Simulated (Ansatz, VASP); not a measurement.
## SnO2 in VASP and in Ansatz

```xyz
6
Lattice="3.1249 0.0000 0.0000 -1.5624 2.7062 0.0000 0.0000 0.0000 9.9445" Properties=species:S:1:pos:R:3 pbc="T T T"
Sn   -0.2029    0.0000    4.9723
Sn    0.2029    0.0000    0.0000
O     1.3566    0.9021    3.9815
O     1.7682    0.9021    0.9908
O    -0.2058    1.8041    5.9631
O     0.2058    1.8041    8.9537
```

Change from the starting cell: mode 1 frozen in at -0.209 Å, equal normal strain along x, y and z -0.0167.

Alike in both runs: task single point; functional PBEsol; dispersion D3(BJ); k mesh 12 × 12 × 4; occupations gaussian, width 0.05 eV; no spin polarisation.

|  | VASP | Ansatz |
| --- | --- | --- |
| version | VASP 6.6.1 | Ansatz 0.2.0 |
| potentials or method | VASP PAW PBE potentials, release 64 (Sn_d, O), cutoff 520 eV | scalar-relativistic, plane waves, PAW |
| valence electrons in the cell | 52 | 52 |

```tsv
	VASP	Ansatz	Ansatz less VASP
gap on the k mesh at the Fermi level (eV)	2.49	2.51	+0.018
least direct gap on the mesh (eV)	2.98	2.98	+0.008
pressure (GPa)	9.3	8.5	-0.87
traceless stress, the component that is largest in VASP (GPa)	-4.12	-3.62	+0.493
rms of the force components (eV/Å)	0.342	0.307	-0.0350
```

VASP's potentials were made for PBE, not for PBEsol, and Ansatz warns of the same on its side. Atom by atom the forces differ by 0.035 eV/Å (rms over components).
